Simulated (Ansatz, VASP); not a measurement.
Two plane-wave programs on SiC

File INCAR:

```
SYSTEM = SiC
PREC = Accurate
ENCUT = 600
EDIFF = 1E-6
ISMEAR = 0
SIGMA = 0.05
LREAL = .FALSE.
LASPH = .TRUE.
NELM = 120
ALGO = Normal
ISIF = 2
LWAVE = .FALSE.
LCHARG = .TRUE.
GGA = PE
LELF = .TRUE.
LVHAR = .TRUE.
NBANDS = 26
GGA_COMPAT = .FALSE.
```

File KPOINTS:

```
regular mesh
0
G
  10 10 3
  0 0 0
```

POSCAR

```
SiC
1.0
   -3.0759982064      0.0000000000      0.0000000000
   -1.5379991032     -2.6638925888      0.0000000000
    0.0000000000      0.0000000000     10.3460000000
Si C
4 4
Direct
    0.3333333333      0.3333333333      0.6379528320
    0.3333333333      0.3333333333      0.1500347961
    0.6666666667      0.6666666667      0.8819118500
    0.6666666667      0.6666666667      0.3939938140
    0.3333333333      0.3333333333      0.8258012759
    0.3333333333      0.3333333333      0.3378832399
    0.6666666667      0.6666666667      0.0939242219
    0.6666666667      0.6666666667      0.5818422579
```

Input for Ansatz:

```yaml
crystal:
  lattice:
    - [-3.0759982064, 0.0, 0.0]
    - [-1.5379991032, -2.6638925888, 0.0]
    - [0.0, 0.0, 10.346]
  atoms:
    - { symbol: Si, position: [0.3333333333, 0.3333333333, 0.637952832] }
    - { symbol: Si, position: [0.3333333333, 0.3333333333, 0.1500347961] }
    - { symbol: Si, position: [0.6666666667, 0.6666666667, 0.88191185] }
    - { symbol: Si, position: [0.6666666667, 0.6666666667, 0.393993814] }
    - { symbol: C, position: [0.3333333333, 0.3333333333, 0.8258012759] }
    - { symbol: C, position: [0.3333333333, 0.3333333333, 0.3378832399] }
    - { symbol: C, position: [0.6666666667, 0.6666666667, 0.0939242219] }
    - { symbol: C, position: [0.6666666667, 0.6666666667, 0.5818422579] }
basis:
  ecutwfc: 420
kpoints:
  mp_grid: { grid: [10, 10, 3] }
hamiltonian:
  xc: pbe
scf:
  occupations: { method: gaussian, width: 0.05 }
output:
  forces: true
  stress: true
  eigenvalues: true
```

Alike in both runs: task single point; functional PBE; k mesh 10 × 10 × 3; occupations gaussian, width 0.05 eV; no spin polarisation.

|  | VASP | Ansatz |
| --- | --- | --- |
| version | VASP 6.6.1 | Ansatz 0.2.0 |
| potentials or method | VASP PAW PBE potentials, release 64 (Si, C), cutoff 600 eV | scalar-relativistic, plane waves, PAW |
| valence electrons in the cell | 32 | 32 |

|  | VASP | Ansatz | Ansatz less VASP |
| --- | --- | --- | --- |
| gap on the k mesh at the Fermi level (eV) | 2.56 | 2.56 | +0.001 |
| least direct gap on the mesh (eV) | 4.07 | 4.08 | +0.001 |
| pressure (GPa) | 0.3 | 0.5 | +0.19 |
| traceless stress, the component that is largest in VASP (GPa) | -8.90 | -8.87 | +0.027 |
| rms of the force components (eV/Å) | 0.649 | 0.649 | +0.0002 |

Atom by atom the forces differ by 0.002 eV/Å (rms over components).
